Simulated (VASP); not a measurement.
# Ga (C2/c) in VASP: single point with PBE

Aim: the single point of Ga with PBE.

Everything below comes from runs of VASP 6.6.1. Logs are shortened: lines on timing, memory, paths and dates and some standing lists are left out, and cuts for length are marked.

## 1. The cell of the first run

It takes space group C2/c (No. 15, monoclinic). The conventional cell has a = 2.787 Å, b = 8.114 Å, c = 3.282 Å, α = 90.00°, β = 92.07°, γ = 90.00°. Ga (site symmetry 2) has 10 Ga at 2.69 to 3.28 Å within 3.5 Å.

## 2. Single point, PBE (z stretched by -1.5 % at fixed volume)

INCAR

```
SYSTEM = Ga
  PREC = Accurate
  ENCUT = 520
  EDIFF = 1E-6
  ISMEAR = -1
  SIGMA = 0.05
  LREAL = .FALSE.
  LASPH = .TRUE.
  NELM = 60
  ALGO = Normal
  ISIF = 2
  LWAVE = .FALSE.
  LCHARG = .TRUE.
  GGA = PE
  LELF = .TRUE.
  LVHAR = .TRUE.
  NBANDS = 20
```

KPOINTS

```
Automatic mesh
0
G
  14 14 11
  0 0 0
```

POSCAR

```
Ga
1.0
    1.3934906686     -4.0570427891      0.0000000000
    1.3934906686      4.0570427891      0.0000000000
   -0.1183409104      0.0000000000      3.2799810500
Ga
2
Direct
    0.8690000000      0.1310000000      0.2500000000
    0.1310000000      0.8690000000      0.7500000000
```

Potentials or basis: VASP PAW PBE potentials, release 64 (Ga_d).

Run with:

```
> cat potpaw_PBE.64/Ga_d/POTCAR > POTCAR
> mpirun -np 1 vasp_std > vasp.out
```

OUTCAR:

```text
SYSTEM = Ga
   PREC = Accurate
   ENCUT = 520
   EDIFF = 1E-6
   ISMEAR = -1
   LREAL = .FALSE.
   LASPH = .TRUE.
   NELM = 60
   ISIF = 2
   GGA = PE

 ion  position               nearest neighbor table
   1  0.869  0.131  0.250-   2 2.69   2 2.69   2 2.86   2 2.86   2 2.92   2 2.92
   2  0.131  0.869  0.750-   1 2.69   1 2.69   1 2.86   1 2.86   1 2.92   1 2.92

  LATTYP: Found a base centered monoclinic cell.
 ALAT       =     2.7869813372
 B/A-ratio  =     2.9114244397
 C/A-ratio  =     1.1776595585
 COS(beta)  =    -0.0360562938

  Lattice vectors:

 A1 = (   1.3934906686,  -4.0570427891,   0.0000000000)
 A2 = (   1.3934906686,   4.0570427891,   0.0000000000)
 A3 = (  -0.1183409104,   0.0000000000,   3.2799810500)

Analysis of symmetry for initial positions (statically):
=====================================================================
 Subroutine PRICEL returns:
 Original cell was already a primitive cell.

 Routine SETGRP: Setting up the symmetry group for a
 base centered monoclinic supercell.

 Subroutine GETGRP returns: Found  4 space group operations
 (whereof  2 operations were pure point group operations)
 out of a pool of  4 trial point group operations.

The static configuration has the point symmetry S_2 .
 The point group associated with its full space group is C_2h.

Analysis of symmetry for dynamics (positions and initial velocities):
=====================================================================
 Subroutine PRICEL returns:
 Original cell was already a primitive cell.

 Routine SETGRP: Setting up the symmetry group for a
 base centered monoclinic supercell.

 Subroutine GETGRP returns: Found  4 space group operations
 (whereof  2 operations were pure point group operations)
 out of a pool of  4 trial point group operations.

The dynamic configuration has the point symmetry S_2 .
 The point group associated with its full space group is C_2h.

 Subroutine INISYM returns: Found  4 space group operations
 (whereof  2 operations are pure point group operations),
 and found     1 'primitive' translations

----------------------------------------------------------------------------------------

                                     Primitive cell

  volume of cell :      37.0864

  direct lattice vectors                    reciprocal lattice vectors
     1.393490669 -4.057042789  0.000000000     0.358811158 -0.123242476  0.012945818
     1.393490669  4.057042789  0.000000000     0.358811158  0.123242476  0.012945818
    -0.118340910  0.000000000  3.279981050     0.000000000  0.000000000  0.304879810

  length of vectors
     4.289686753  4.289686753  3.282115211     0.379607362  0.379607362  0.304879810

  position of ions in fractional coordinates (direct lattice)
     0.869000000  0.131000000  0.250000000
     0.131000000  0.869000000  0.750000000

  ion indices of the primitive-cell ions
   primitive index   ion index
                 1           1
                 2           2

----------------------------------------------------------------------------------------

 KPOINTS: Automatic mesh

Automatic generation of k-mesh.
 Grid dimensions read from file:
 generate k-points for:   14   14   11

 Generating k-lattice:

  Cartesian coordinates                     Fractional coordinates (reciprocal lattice)
     0.025629368 -0.008803034  0.000924701     0.071428571  0.000000000  0.000000000
     0.025629368  0.008803034  0.000924701     0.000000000  0.071428571  0.000000000
     0.000000000  0.000000000  0.027716346     0.000000000  0.000000000  0.090909091

  Length of vectors
     0.027114812  0.027114812  0.027716346

  Shift w.r.t. Gamma in fractional coordinates (k-lattice)
     0.000000000  0.000000000  0.000000000

 Subroutine IBZKPT returns following result:
 ===========================================

 Found    582 irreducible k-points:

 Following reciprocal coordinates:
            Coordinates               Weight
  0.000000  0.000000  0.000000      1.000000
  0.071429  0.000000 -0.000000      4.000000
  0.142857  0.000000 -0.000000      4.000000
  0.214286  0.000000 -0.000000      4.000000
  0.285714  0.000000  0.000000      4.000000
  0.357143  0.000000  0.000000      4.000000
[... 16 lines left out ...]
  0.214286  0.142857  0.000000      4.000000
  0.285714  0.142857 -0.000000      4.000000
 [... further k-points ...]
   k-points           NKPTS =    582   k-points in BZ     NKDIM =    582   number of bands    NBANDS=     20
   number of dos      NEDOS =    301   number of ions     NIONS =      2
   total plane-waves  NPLWV =  24576
   dimension x,y,z NGX =    32 NGY =   32 NGZ =   24
   dimension x,y,z NGXF=    64 NGYF=   64 NGZF=   48
   ions per type =               2
   NGX,Y,Z   is equivalent  to a cutoff of  12.40, 12.40, 12.16 a.u.
   NGXF,Y,Z  is equivalent  to a cutoff of  24.80, 24.80, 24.31 a.u.
 SYSTEM =  Ga
   PREC   = accura    normal or accurate (medium, high low for compatibility)
   ISTART =      0    job   : 0-new  1-cont  2-samecut
   ICHARG =      2    charge: 1-file 2-atom 10-const
   ISPIN  =      1    spin polarized calculation?
   LNONCOLLINEAR =      F non collinear calculations
   LSORBIT =      F    spin-orbit coupling
   LASPH  =      T    aspherical Exc in radial PAW
   ENCUT  =  520.0 eV  38.22 Ry    6.18 a.u.   7.98  7.98  6.10*2*pi/ulx,y,z
   NELM   =     60;   NELMIN=  2; NELMDL= -5     # of ELM steps
   EDIFF  = 0.1E-05   stopping-criterion for ELM
   LREAL  =      F    real-space projection
   EDIFFG = 0.1E-04   stopping-criterion for IOM
   NSW    =      0    number of steps for IOM
   IBRION =     -1    ionic relax: 0-MD 1-quasi-New 2-CG
   NFREE  =      0    steps in history (QN), initial steepest desc. (CG)
   ISIF   =      2    stress and relaxation
   ISYM   =      2    0-nonsym 1-usesym 2-fastsym
   POTIM  = 0.5000    time-step for ionic-motion
   TEBEG  =    0.0;   TEEND  =   0.0 temperature during run
   PSTRESS=    0.0 pullay stress
   NELECT =      26.0000    total number of electrons
   NUPDOWN=      -1.0000    fix difference up-down
   EMIN   =  10.00;   EMAX   =-10.00  energy-range for DOS
   EFERMI =   0.00;   METHOD = LEGACY
   ISMEAR =    -1;   SIGMA  =   0.05  broadening in eV -4-tet -1-fermi 0-gaus
   EFERMI_NEDOS =   21; number of points for ismear=-14 and -15
   IALGO  =     38    algorithm
   IMIX   =      4    mixing-type and parameters
     AMIX     =   0.40;   BMIX     =  1.00
     AMIX_MAG =   1.60;   BMIX_MAG =  1.00
  volume/ion in A,a.u.               =      18.54       125.14
  Fermi-wavevector in a.u.,A,eV,Ry     =   1.454323  2.748272 28.777086  2.115056
  Thomas-Fermi vector in A             =   2.571487
   LORBIT       =      0    0 simple, 1 ext, 2 COOP (PROOUT), +10 PAW based schemes
   GGA     = PE    functional components
   LHFCALC =     F    Hartree Fock is set to
   AEXX    =    0.0000 exact exchange contribution
   IVDW    =     0    specifies the selected vdW correction
   LEPSILON=     F    determine dielectric tensor
   LRPA    =     F    only Hartree local field effects (RPA)
 non-spin polarized calculation
  energy-cutoff  :      520.00
  volume of cell :       37.09
 maximum number of plane-waves:      1012
   NGX = 15   NGY = 15   NGZ = 13

 number of electron      26.0000015 magnetization

 Free energy of the ion-electron system (eV)
  ---------------------------------------------------
  ext. energy  EPLUGINS =         0.00000000
  ---------------------------------------------------
  free energy    TOTEN  =        -5.77362277 eV

  energy without entropy =       -5.76839260  energy(sigma->0) =       -5.77100769

 E-fermi :   5.6876     XC(G=0): -11.0594

 val. band max:        5.6721572755   @ k =  -0.1429  -0.2857   0.4545
 cond. band min:       5.6926364962   @ k =  -0.0714   0.3571   0.1818
 fundamental gap:      0.0204792207
 Fermi energy:         5.6875712660

 k-point     1 :       0.0000    0.0000    0.0000
  band No.  band energies     occupation
      1      -9.4900      2.00000
      2      -9.4882      2.00000
      3      -9.4433      2.00000
      4      -9.4196      2.00000
      5      -9.1597      2.00000
      6      -9.1569      2.00000
[... 12 lines left out ...]
     19      16.5623      0.00000
     20      18.5487      0.00000

 k-point     2 :       0.0714    0.0000   -0.0000
  band No.  band energies     occupation
      1      -9.4860      2.00000
      2      -9.4807      2.00000
      3      -9.4336      2.00000
      4      -9.3996      2.00000
      5      -9.1686      2.00000
      6      -9.1655      2.00000
[... 12 lines left out ...]
     19      16.9305      0.00000
     20      19.6732      0.00000

 k-point     3 :       0.1429    0.0000   -0.0000
  band No.  band energies     occupation
      1      -9.4749      2.00000
      2      -9.4615      2.00000
      3      -9.4049      2.00000
      4      -9.3463      2.00000
      5      -9.1946      2.00000
      6      -9.1898      2.00000
[... 12 lines left out ...]
     19      17.0991      0.00000
     20      20.2879      0.00000

 k-point     4 :       0.2143    0.0000   -0.0000
  band No.  band energies     occupation
      1      -9.4594      2.00000
      2      -9.4370      2.00000
      3      -9.3643      2.00000
      4      -9.2898      2.00000
      5      -9.2274      2.00000
      6      -9.2130      2.00000
[... 12 lines left out ...]
     19      17.2532      0.00000
     20      21.0377      0.00000

 k-point     5 :       0.2857    0.0000    0.0000
  band No.  band energies     occupation
      1      -9.4431      2.00000
      2      -9.4128      2.00000
      3      -9.3319      2.00000
      4      -9.3013      2.00000
      5      -9.2688      2.00000
      6      -9.1860      2.00000
[... 12 lines left out ...]
     19      17.4179      0.00000
     20      19.7705      0.00000
[... 353 lines left out ...]
      6      -9.1617      2.00000
[... 12 lines left out ...]
     19      16.3567      0.00000
     20      17.9666      0.00000

 k-point    22 :       0.1429    0.1429   -0.0000
  band No.  band energies     occupation
      1      -9.4590      2.00000
      2      -9.4222      2.00000
      3      -9.3362      2.00000
      4      -9.2631      2.00000
      5      -9.2398      2.00000
      6      -9.2180      2.00000
[... 12 lines left out ...]
     19      18.1658      0.00000
     20      20.5746      0.00000

 k-point    23 :       0.2143    0.1429    0.0000
  band No.  band energies     occupation
      1      -9.4496      2.00000
      2      -9.3998      2.00000
      3      -9.3619      2.00000
      4      -9.2702      2.00000
      5      -9.2655      2.00000
      6      -9.2326      2.00000
[... 12 lines left out ...]
     19      18.1204      0.00000
     20      19.5570      0.00000

 k-point    24 :       0.2857    0.1429   -0.0000
  band No.  band energies     occupation
      1      -9.4413      2.00000
      2      -9.3996      2.00000
      3      -9.3697      2.00000
      4      -9.2975      2.00000
      5      -9.2725      2.00000
      6      -9.2338      2.00000
[... 12 lines left out ...]
     19      17.2167      0.00000
     20      18.3191      0.00000

 [... further k-points ...]
[... 5 lines left out ...]
  --------------------------------------------------------------------------------------
  -------------------------------------------------------------------------------------
  Total        0.3819376      0.3676800      0.4349059      0.0000000      0.0000000      0.0170030
  in kB       16.5001550     15.8842103     18.7884478      0.0000000      0.0000000      0.7345484
  external PRESSURE =      17.0576043 kB  Pullay stress =       0.0000000 kB

 VOLUME and BASIS-vectors are now :
 -----------------------------------------------------------------------------
  energy-cutoff  :      520.00
  volume of cell :       37.09
      direct lattice vectors                 reciprocal lattice vectors
     1.393490669 -4.057042789  0.000000000     0.358811158 -0.123242476  0.012945818
     1.393490669  4.057042789  0.000000000     0.358811158  0.123242476  0.012945818
    -0.118340910  0.000000000  3.279981050     0.000000000  0.000000000  0.304879810

 POSITION                                       TOTAL-FORCE (eV/Angst)
 -----------------------------------------------------------------------------------
      1.36391     -2.99410      0.82000        -0.000000      0.209052      0.000000
      1.30473      2.99410      2.45999         0.000000     -0.209052     -0.000000
 -----------------------------------------------------------------------------------
    total drift:                                0.000000      0.000000     -0.000000

  FREE ENERGIE OF THE ION-ELECTRON SYSTEM (eV)
  ---------------------------------------------------
  free  energy   TOTEN  =        -5.7736227715 eV

  energy  without entropy=       -5.7683926009  energy(sigma->0) =       -5.77100769
```

It took 6.4 min on 1 thread of Oxide Virtual Turin-like, shared host; peak memory 0.4 GiB.

What came out:

| Quantity | Value |
| --- | --- |
| Free energy | -5.7736 eV |
| Pressure | 1.7 GPa |
| Largest force | 0.209 eV/Å |
| Band gap on the k mesh | zero (bands 13 and 14 overlap by 8.27 eV) |

Forces on the atoms (eV/Å):
```
Ga   0.000  0.209  0.000
Ga   0.000 -0.209  0.000
```

Levels at points of the mesh, in eV from the Fermi level:
| k point | band 9 | band 10 | band 11 | band 12 | band 13 | band 14 | band 15 | band 16 | band 17 | band 18 |
| --- | --- | --- | --- | --- | --- | --- | --- | --- | --- | --- |
| (0.00, 0.00, 0.00) | -14.80 | -14.66 | -11.26 | -2.24 | -1.73 | 1.98 | 5.74 | 9.35 | 10.05 | 10.41 |
| (0.50, 0.00, 0.00) | -14.72 | -14.69 | -6.20 | -5.11 | -1.48 | -0.16 | 5.96 | 6.61 | 8.67 | 9.22 |
| (0.50, 0.50, 0.00) | -14.77 | -14.72 | -9.16 | -8.66 | 4.31 | 4.88 | 6.13 | 6.33 | 7.24 | 10.69 |

The gap in the log of VASP goes by the Fermi energy; the results here count the filled bands.